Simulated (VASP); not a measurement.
Set up this calculation in VASP 6.6.1, as the native input.

| Item | Value |
| --- | --- |
| Task | single point |
| Functional | PBE |
| Potentials or basis | VASP PAW PBE potentials, release 64 (Rb_sv, Br) |
| Cutoff | 520 eV |
| k mesh | 6 × 6 × 6 |
| Occupations | gaussian, width 0.01 eV |
| Spin | no spin polarisation |
| Dipole correction | no |
| Further INCAR settings | ALGO = Normal; EDIFF = 1e-07; NBANDS = 15 |

The structure of RbBr lies in POSCAR:

```
RbBr
1.0
    0.0000000000      3.5589354574      3.5589354574
    3.5589354574      0.0000000000      3.5589354574
    3.5589354574      3.5589354574      0.0000000000
Rb Br
1 1
Direct
    0.0000000000      0.0000000000      0.0000000000
    0.5000000000      0.5000000000      0.5000000000
```

The input as run:

INCAR

```
ALGO = Normal
EDIFF = 1E-7
ENCUT = 520
GGA = PE
ISIF = 2
ISMEAR = 0
LASPH = True
LCHARG = True
LELF = True
LREAL = False
LVHAR = True
LWAVE = False
NBANDS = 15
NELM = 60
PREC = Accurate
SIGMA = 0.01
```

KPOINTS

```
k-points
0
Gamma
  6 6 6
```

Potentials or basis: VASP PAW PBE potentials, release 64 (Rb_sv, Br).

Run with:

```bash
$ cat potpaw_PBE.64/Rb_sv/POTCAR potpaw_PBE.64/Br/POTCAR > POTCAR
$ mpirun -np 1 vasp_std > vasp.out
```

Results of the run:

| Item | Value |
| --- | --- |
| Pressure | -0.4 GPa |
| Band gap on the k mesh | 4.09 eV, direct |

Run time: 52 s on 1 thread of Intel Xeon 8259CL, on a shared host, peak memory 0.24 GiB.
